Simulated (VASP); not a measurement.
# InP (I4/mmm) in VASP: a series of runs

Runs on InP. Level: PBE. Tasks: single point.

All numbers are computed with VASP 6.6.1; they aren't measurements. Logs are shortened: lines on timing, memory, paths and dates and some standing lists are left out, and cuts for length are marked.

## Step 1: The cell of the first run

Symmetry: I4/mmm, No. 139, tetragonal system. The conventional cell has a = 3.918 Å, b = 3.918 Å, c = 5.430 Å, α = 90.00°, β = 90.00°, γ = 90.00°. Within 3.6 Å of In (site symmetry 4/mmm) lie 6 P at 2.71 to 2.77 Å. Within 3.6 Å of P (site symmetry 4/mmm) lie 6 In at 2.71 to 2.77 Å.

## Step 2: Single point, PBE (strain -0.0200 x Voigt [0, 0, 1, 0, 0, 0])

Contents of INCAR:

```
PREC = Accurate
ENCUT = 520
EDIFF = 1E-7
ISMEAR = 0
SIGMA = 0.15
LREAL = F
LASPH = T
NELM = 60
ALGO = Normal
ISIF = 2
LWAVE = F
LCHARG = F
GGA = PE
NBANDS = 16
```

Contents of KPOINTS:

```
regular mesh
0
Gamma
  18 18 18
```

Contents of POSCAR:

```
InP
1.0
    0.0000000000      2.7701604164      2.7147572081
    2.7701604164      0.0000000000      2.7147572081
    2.7701604164      2.7701604164      0.0000000000
In P
1 1
Direct
    0.0000000000      0.0000000000      0.0000000000
    0.5000000000      0.5000000000      0.5000000000
```

Potentials or basis: VASP PAW PBE potentials, release 64 (In_d, P).

On the command line:

```bash
$ cat potpaw_PBE.64/In_d/POTCAR potpaw_PBE.64/P/POTCAR > POTCAR
$ mpirun -np 1 vasp_std > vasp.out
```

OUTCAR:

```text
PREC = Accurate
   ENCUT = 520
   EDIFF = 1E-7
   ISMEAR = 0
   LREAL = F
   LASPH = T
   NELM = 60
   ISIF = 2
   GGA = PE

 ion  position               nearest neighbor table
   1  0.000  0.000  0.000-   2 2.71   2 2.71   2 2.77   2 2.77   2 2.77   2 2.77
   2  0.500  0.500  0.500-   1 2.71   1 2.71   1 2.77   1 2.77   1 2.77   1 2.77

  LATTYP: Found a body centered tetragonal cell.
 ALAT       =     3.9175984308
 C/A-ratio  =     1.3859292911

  Lattice vectors:

 A1 = (   0.0000000000,  -2.7701604164,  -2.7147572081)
 A2 = (   0.0000000000,   2.7701604164,  -2.7147572081)
 A3 = (   2.7701604164,   0.0000000000,   2.7147572081)

Analysis of symmetry for initial positions (statically):
=====================================================================
 Subroutine PRICEL returns:
 Original cell was already a primitive cell.

 Routine SETGRP: Setting up the symmetry group for a
 body centered tetragonal supercell.

 Subroutine GETGRP returns: Found 16 space group operations
 (whereof 16 operations were pure point group operations)
 out of a pool of 16 trial point group operations.

The static configuration has the point symmetry D_4h.

Analysis of symmetry for dynamics (positions and initial velocities):
=====================================================================
 Subroutine PRICEL returns:
 Original cell was already a primitive cell.

 Routine SETGRP: Setting up the symmetry group for a
 body centered tetragonal supercell.

 Subroutine GETGRP returns: Found 16 space group operations
 (whereof 16 operations were pure point group operations)
 out of a pool of 16 trial point group operations.

The dynamic configuration has the point symmetry D_4h.

 Subroutine INISYM returns: Found 16 space group operations
 (whereof 16 operations are pure point group operations),
 and found     1 'primitive' translations

----------------------------------------------------------------------------------------

                                     Primitive cell

  volume of cell :      41.6649

  direct lattice vectors                    reciprocal lattice vectors
     0.000000000  2.770160416  2.714757208    -0.180494962  0.180494962  0.184178533
     2.770160416  0.000000000  2.714757208     0.180494962 -0.180494962  0.184178533
     2.770160416  2.770160416  0.000000000     0.180494962  0.180494962 -0.184178533

  length of vectors
     3.878620300  3.878620300  3.917598431     0.314767525  0.314767525  0.314767525

  position of ions in fractional coordinates (direct lattice)
     0.000000000  0.000000000  0.000000000
     0.500000000  0.500000000  0.500000000

  ion indices of the primitive-cell ions
   primitive index   ion index
                 1           1
                 2           2

----------------------------------------------------------------------------------------

 KPOINTS: regular mesh

Automatic generation of k-mesh.
 Grid dimensions read from file:
 generate k-points for:   18   18   18

 Generating k-lattice:

  Cartesian coordinates                     Fractional coordinates (reciprocal lattice)
    -0.010027498  0.010027498  0.010232141     0.055555556 -0.000000000  0.000000000
     0.010027498 -0.010027498  0.010232141    -0.000000000  0.055555556  0.000000000
     0.010027498  0.010027498 -0.010232141     0.000000000  0.000000000  0.055555556

  Length of vectors
     0.017487085  0.017487085  0.017487085

  Shift w.r.t. Gamma in fractional coordinates (k-lattice)
     0.000000000  0.000000000  0.000000000

 Subroutine IBZKPT returns following result:
 ===========================================

 Found    480 irreducible k-points:

 Following reciprocal coordinates:
            Coordinates               Weight
  0.000000  0.000000  0.000000      1.000000
  0.055556  0.000000  0.000000      8.000000
  0.111111  0.000000  0.000000      8.000000
  0.166667 -0.000000  0.000000      8.000000
  0.222222  0.000000  0.000000      8.000000
  0.277778  0.000000  0.000000      8.000000
[... 16 lines left out ...]
 -0.277778  0.055556  0.000000      8.000000
 -0.222222  0.055556  0.000000      8.000000
 [... further k-points ...]
   k-points           NKPTS =    480   k-points in BZ     NKDIM =    480   number of bands    NBANDS=     16
   number of dos      NEDOS =    301   number of ions     NIONS =      2
   total plane-waves  NPLWV =  27000
   dimension x,y,z NGX =    30 NGY =   30 NGZ =   30
   dimension x,y,z NGXF=    60 NGYF=   60 NGZF=   60
   ions per type =               1   1
   NGX,Y,Z   is equivalent  to a cutoff of  12.86, 12.86, 12.73 a.u.
   NGXF,Y,Z  is equivalent  to a cutoff of  25.72, 25.72, 25.46 a.u.
 SYSTEM =  unknown system
   PREC   = accura    normal or accurate (medium, high low for compatibility)
   ISTART =      0    job   : 0-new  1-cont  2-samecut
   ICHARG =      2    charge: 1-file 2-atom 10-const
   ISPIN  =      1    spin polarized calculation?
   LNONCOLLINEAR =      F non collinear calculations
   LSORBIT =      F    spin-orbit coupling
   LASPH  =      T    aspherical Exc in radial PAW
   ENCUT  =  520.0 eV  38.22 Ry    6.18 a.u.   7.21  7.21  7.28*2*pi/ulx,y,z
   NELM   =     60;   NELMIN=  2; NELMDL= -5     # of ELM steps
   EDIFF  = 0.1E-06   stopping-criterion for ELM
   LREAL  =      F    real-space projection
   EDIFFG = 0.1E-05   stopping-criterion for IOM
   NSW    =      0    number of steps for IOM
   IBRION =     -1    ionic relax: 0-MD 1-quasi-New 2-CG
   NFREE  =      0    steps in history (QN), initial steepest desc. (CG)
   ISIF   =      2    stress and relaxation
   ISYM   =      2    0-nonsym 1-usesym 2-fastsym
   POTIM  = 0.5000    time-step for ionic-motion
   TEBEG  =    0.0;   TEEND  =   0.0 temperature during run
   PSTRESS=    0.0 pullay stress
   NELECT =      18.0000    total number of electrons
   NUPDOWN=      -1.0000    fix difference up-down
   EMIN   =  10.00;   EMAX   =-10.00  energy-range for DOS
   EFERMI =   0.00;   METHOD = LEGACY
   ISMEAR =     0;   SIGMA  =   0.15  broadening in eV -4-tet -1-fermi 0-gaus
   EFERMI_NEDOS =   21; number of points for ismear=-14 and -15
   IALGO  =     38    algorithm
   IMIX   =      4    mixing-type and parameters
     AMIX     =   0.40;   BMIX     =  1.00
     AMIX_MAG =   1.60;   BMIX_MAG =  1.00
  volume/ion in A,a.u.               =      20.83       140.58
  Fermi-wavevector in a.u.,A,eV,Ry     =   1.237586  2.338698 20.838943  1.531619
  Thomas-Fermi vector in A             =   2.372147
   LORBIT       =      0    0 simple, 1 ext, 2 COOP (PROOUT), +10 PAW based schemes
   GGA     = PE    functional components
   LHFCALC =     F    Hartree Fock is set to
   AEXX    =    0.0000 exact exchange contribution
   IVDW    =     0    specifies the selected vdW correction
   LEPSILON=     F    determine dielectric tensor
   LRPA    =     F    only Hartree local field effects (RPA)
 non-spin polarized calculation
 Gauss-broadening in eV      SIGMA  =   0.15
  energy-cutoff  :      520.00
  volume of cell :       41.66
 maximum number of plane-waves:      1146
 NGX is ok and might be reduce to    30
   NGX = 15   NGY = 15   NGZ = 15

 number of electron      18.0000006 magnetization

 Free energy of the ion-electron system (eV)
  ---------------------------------------------------
  ext. energy  EPLUGINS =         0.00000000
  ---------------------------------------------------
  free energy    TOTEN  =        -7.91274518 eV

  energy without entropy =       -7.89925537  energy(sigma->0) =       -7.90600028

 E-fermi :   7.2727     XC(G=0): -10.4829

 val. band max:        7.2669985678   @ k =   0.4444   0.1667   0.1111
 cond. band min:       7.2745291833   @ k =   0.3889   0.0556   0.1111
 fundamental gap:      0.0075306155
 Fermi energy:         7.2726698369

 k-point     1 :       0.0000    0.0000    0.0000
  band No.  band energies     occupation
      1      -6.9724      2.00000
      2      -6.9658      2.00000
      3      -6.9504      2.00000
      4      -6.9504      2.00000
      5      -6.9388      2.00000
      6      -4.8830      2.00000
[... 8 lines left out ...]
     15      15.6560      0.00000
     16      16.2983      0.00000

 k-point     2 :       0.0556    0.0000    0.0000
  band No.  band energies     occupation
      1      -6.9739      2.00000
      2      -6.9670      2.00000
      3      -6.9497      2.00000
      4      -6.9483      2.00000
      5      -6.9376      2.00000
      6      -4.8437      2.00000
[... 8 lines left out ...]
     15      15.4674      0.00000
     16      16.0250      0.00000

 k-point     3 :       0.1111    0.0000    0.0000
  band No.  band energies     occupation
      1      -6.9789      2.00000
      2      -6.9718      2.00000
      3      -6.9486      2.00000
      4      -6.9410      2.00000
      5      -6.9330      2.00000
      6      -4.7265      2.00000
[... 8 lines left out ...]
     15      15.1492      0.00000
     16      15.8128      0.00000

 k-point     4 :       0.1667   -0.0000    0.0000
  band No.  band energies     occupation
      1      -6.9875      2.00000
      2      -6.9802      2.00000
      3      -6.9485      2.00000
      4      -6.9288      2.00000
      5      -6.9235      2.00000
      6      -4.5332      2.00000
[... 8 lines left out ...]
     15      15.3159      0.00000
     16      15.6745      0.00000
[... 324 lines left out ...]
 k-point    22 :      -0.3333    0.0556    0.0000
  band No.  band energies     occupation
      1      -7.0289      2.00000
      2      -7.0176      2.00000
      3      -6.9539      2.00000
      4      -6.8811      2.00000
      5      -6.8767      2.00000
      6      -3.4072      2.00000
[... 8 lines left out ...]
     15      16.7902      0.00000
     16      17.9790      0.00000

 k-point    23 :      -0.2778    0.0556    0.0000
  band No.  band energies     occupation
      1      -7.0167      2.00000
      2      -7.0085      2.00000
      3      -6.9521      2.00000
      4      -6.8968      2.00000
      5      -6.8882      2.00000
      6      -3.7858      2.00000
[... 8 lines left out ...]
     15      16.1241      0.00000
     16      17.2921      0.00000

 k-point    24 :      -0.2222    0.0556    0.0000
  band No.  band energies     occupation
      1      -7.0036      2.00000
      2      -6.9980      2.00000
      3      -6.9507      2.00000
      4      -6.9131      2.00000
      5      -6.9012      2.00000
      6      -4.1298      2.00000
[... 8 lines left out ...]
     15      15.9889      0.00000
     16      16.6662      0.00000

 [... further k-points ...]

------------------------ aborting loop because EDIFF is reached ----------------------------------------

  FORCE on cell =-STRESS in cart. coord.  units (eV):
  Direction    XX          YY          ZZ          XY          YZ          ZX
  --------------------------------------------------------------------------------------
  -------------------------------------------------------------------------------------
  Total        0.1958851      0.1958851      0.8528790      0.0000000     -0.0000000      0.0000000
  in kB        7.5325355      7.5325355     32.7964744      0.0000000     -0.0000000      0.0000000
  external PRESSURE =      15.9538485 kB  Pullay stress =       0.0000000 kB

 VOLUME and BASIS-vectors are now :
 -----------------------------------------------------------------------------
  energy-cutoff  :      520.00
  volume of cell :       41.66
      direct lattice vectors                 reciprocal lattice vectors
     0.000000000  2.770160416  2.714757208    -0.180494962  0.180494962  0.184178533
     2.770160416  0.000000000  2.714757208     0.180494962 -0.180494962  0.184178533
     2.770160416  2.770160416  0.000000000     0.180494962  0.180494962 -0.184178533

 POSITION                                       TOTAL-FORCE (eV/Angst)
 -----------------------------------------------------------------------------------
      0.00000      0.00000      0.00000        -0.000000      0.000000     -0.000000
      2.77016      2.77016      2.71476         0.000000     -0.000000      0.000000
 -----------------------------------------------------------------------------------
    total drift:                               -0.000000      0.000000      0.000000

  FREE ENERGIE OF THE ION-ELECTRON SYSTEM (eV)
  ---------------------------------------------------
  free  energy   TOTEN  =        -7.9127451810 eV

  energy  without entropy=       -7.8992553729  energy(sigma->0) =       -7.90600028
```

Wall time 7 min (1 thread of Intel Xeon 8259CL, shared host); peak memory 0.42 GiB.

What came out:

```yaml
Free_energy: -7.9127 eV
Pressure: 1.6 GPa
Band_gap_on_the_k_mesh: zero (bands 9 and 10 overlap by 2.76 eV)
```

Stress tensor (GPa, compression positive):
```
0.75 0.00 0.00
0.00 0.75 0.00
0.00 0.00 3.28
```

Caveat: the cell differs from its parent crystal (strain -0.0200 x Voigt [0, 0, 1, 0, 0, 0]); spin-orbit coupling is left out, which moves the levels of the heavy elements.

## Step 3: Single point, PBE (strain +0.0100 x Voigt [0, 0, 1, 0, 0, 0])

Contents of INCAR:

```
ALGO = Normal
EDIFF = 1E-7
ENCUT = 520
GGA = PE
ISIF = 2
ISMEAR = 0
LASPH = True
LCHARG = False
LREAL = False
LWAVE = False
NBANDS = 16
NELM = 60
PREC = Accurate
SIGMA = 0.15
```

Contents of KPOINTS:

```
k-points
0
Gamma
  18 18 18
```

Contents of POSCAR:

```
InP
1.0
    0.0000000000      2.7701604164      2.7978620206
    2.7701604164      0.0000000000      2.7978620206
    2.7701604164      2.7701604164      0.0000000000
In P
1 1
Direct
    0.0000000000      0.0000000000      0.0000000000
    0.5000000000      0.5000000000      0.5000000000
```

Potentials or basis: VASP PAW PBE potentials, release 64 (In_d, P).

On the command line:

```bash
$ cat potpaw_PBE.64/In_d/POTCAR potpaw_PBE.64/P/POTCAR > POTCAR
$ mpirun -np 1 vasp_std > vasp.out
```

OUTCAR:

```text
EDIFF = 1E-7
   ENCUT = 520
   GGA = PE
   ISIF = 2
   ISMEAR = 0
   LASPH = True
   LREAL = False
   NELM = 60
   PREC = Accurate

 ion  position               nearest neighbor table
   1  0.000  0.000  0.000-   2 2.77   2 2.77   2 2.77   2 2.77   2 2.80   2 2.80
   2  0.500  0.500  0.500-   1 2.77   1 2.77   1 2.77   1 2.77   1 2.80   1 2.80

  LATTYP: Found a body centered tetragonal cell.
 ALAT       =     3.9175984308
 C/A-ratio  =     1.4283556980

  Lattice vectors:

 A1 = (  -2.7701604164,   0.0000000000,   2.7978620206)
 A2 = (   2.7701604164,   0.0000000000,   2.7978620206)
 A3 = (   0.0000000000,   2.7701604164,  -2.7978620206)

Analysis of symmetry for initial positions (statically):
=====================================================================
 Subroutine PRICEL returns:
 Original cell was already a primitive cell.

 Routine SETGRP: Setting up the symmetry group for a
 body centered tetragonal supercell.

 Subroutine GETGRP returns: Found 16 space group operations
 (whereof 16 operations were pure point group operations)
 out of a pool of 16 trial point group operations.

The static configuration has the point symmetry D_4h.

[... 161 lines left out ...]
 E-fermi :   6.8991     XC(G=0): -10.3436

 val. band max:        6.8951900496   @ k =   0.3889   0.1111   0.0556
 cond. band min:       6.9072335974   @ k =  -0.3889  -0.0000   0.1111
 fundamental gap:      0.0120435479
 Fermi energy:         6.8990707743

 k-point     1 :       0.0000    0.0000    0.0000
  band No.  band energies     occupation
      1      -7.3010      2.00000
      2      -7.3003      2.00000
      3      -7.2845      2.00000
      4      -7.2797      2.00000
      5      -7.2797      2.00000
      6      -5.0294      2.00000
[... 433 lines left out ...]
      3      -7.2834      2.00000
      4      -7.2489      2.00000
      5      -7.2409      2.00000
      6      -4.3010      2.00000
[... 8 lines left out ...]
     15      15.3220      0.00000
     16      16.2565      0.00000

 [... further k-points ...]

------------------------ aborting loop because EDIFF is reached ----------------------------------------

  FORCE on cell =-STRESS in cart. coord.  units (eV):
  Direction    XX          YY          ZZ          XY          YZ          ZX
  --------------------------------------------------------------------------------------
  -------------------------------------------------------------------------------------
  Total       -0.1048073     -0.1048073     -0.3729315      0.0000000      0.0000000      0.0000000
  in kB       -3.9105328     -3.9105328    -13.9146914      0.0000000      0.0000000      0.0000000
  external PRESSURE =      -7.2452524 kB  Pullay stress =       0.0000000 kB

 VOLUME and BASIS-vectors are now :
 -----------------------------------------------------------------------------
  energy-cutoff  :      520.00
  volume of cell :       42.94
      direct lattice vectors                 reciprocal lattice vectors
     0.000000000  2.770160416  2.797862021    -0.180494962  0.180494962  0.178707883
     2.770160416  0.000000000  2.797862021     0.180494962 -0.180494962  0.178707883
     2.770160416  2.770160416  0.000000000     0.180494962  0.180494962 -0.178707883

 POSITION                                       TOTAL-FORCE (eV/Angst)
 -----------------------------------------------------------------------------------
      0.00000      0.00000      0.00000        -0.000000     -0.000000     -0.000000
      2.77016      2.77016      2.79786         0.000000      0.000000      0.000000
 -----------------------------------------------------------------------------------
    total drift:                               -0.000000      0.000000      0.000000

  FREE ENERGIE OF THE ION-ELECTRON SYSTEM (eV)
  ---------------------------------------------------
  free  energy   TOTEN  =        -7.9195559500 eV

  energy  without entropy=       -7.9056187303  energy(sigma->0) =       -7.91258734
```

OSZICAR:

```text
N       E                     dE             d eps       ncg     rms          rms(c)
DAV:   1     0.108639738563E+03    0.10864E+03   -0.85040E+03 15544   0.132E+03
DAV:   2    -0.153240853999E+01   -0.11017E+03   -0.10539E+03 17416   0.306E+02
DAV:   3    -0.806082679160E+01   -0.65284E+01   -0.64556E+01 20272   0.706E+01
DAV:   4    -0.821746775798E+01   -0.15664E+00   -0.15658E+00 19288   0.112E+01
DAV:   5    -0.822453193472E+01   -0.70642E-02   -0.70640E-02 22832   0.212E+00    0.466E+00
DAV:   6    -0.792773901278E+01    0.29679E+00   -0.53459E-01 23248   0.119E+01    0.267E+00
DAV:   7    -0.791963970754E+01    0.80993E-02   -0.74609E-02 21968   0.219E+00    0.117E+00
DAV:   8    -0.791944069802E+01    0.19901E-03   -0.59742E-03 19864   0.949E-01    0.124E-01
DAV:   9    -0.791952246494E+01   -0.81767E-04   -0.41077E-04 23552   0.316E-01    0.765E-02
DAV:  10    -0.791954339101E+01   -0.20926E-04   -0.38361E-05 20112   0.532E-02    0.364E-02
DAV:  11    -0.791955533346E+01   -0.11942E-04   -0.11949E-05 19912   0.260E-02    0.685E-03
DAV:  12    -0.791955605489E+01   -0.72143E-06   -0.15044E-06 19720   0.181E-02    0.540E-03
DAV:  13    -0.791955592691E+01    0.12798E-06   -0.11742E-07 15376   0.359E-03    0.202E-03
DAV:  14    -0.791955594998E+01   -0.23061E-07   -0.23332E-08 10384   0.152E-03
   1 F= -.79195559E+01 E0= -.79125873E+01  d E =-.139372E-01
```

It took 8 min on 1 thread of Intel Xeon 8259CL, shared host; peak memory 0.43 GiB.

Results:

| Item | Value |
| --- | --- |
| Free energy | -7.9196 eV |
| Pressure | -0.7 GPa |
| Band gap on the k mesh | zero (bands 9 and 10 overlap by 2.57 eV) |

Stress tensor (GPa, compression positive):
```
-0.39  0.00  0.00
 0.00 -0.39  0.00
 0.00  0.00 -1.39
```

Caveat: the cell differs from its parent crystal (strain +0.0100 x Voigt [0, 0, 1, 0, 0, 0]); spin-orbit coupling is left out, which moves the levels of the heavy elements.
